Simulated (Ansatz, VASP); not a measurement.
## One calculation of Sc, two programs

```
Sc
1.0
     3.30900    0.00000    0.00000
    -1.65450    2.86568    0.00000
     0.00000    0.00000    5.27330
Sc
2
Direct
  0.33333 0.66667 0.25000
  0.66667 0.33333 0.75000
```

Alike in both runs: task relaxation of cell and atoms; functional PBE; k mesh 11 × 11 × 6; occupations fermi-dirac, width 0.1 eV; no spin polarisation.

```csv
,VASP,Ansatz
version,VASP 6.6.1,Ansatz 0.2.0
potentials or method,"VASP PAW PBE potentials, release 64 (Sc_sv), cutoff 500 eV","plane waves (420 eV) with PAW, scalar-relativistic"
valence electrons in the cell,22,22
```

Ansatz gave:

| Quantity | Value |
| --- | --- |
| relaxed volume (Å³/atom) | 24.73 |
| relaxed cell length with the largest relative difference (Å) | 5.184 |

Task: What did VASP give for the same quantities?

Result: Relaxed volume (Å³/atom): 24.72; relaxed cell length with the largest relative difference (Å): 5.189.
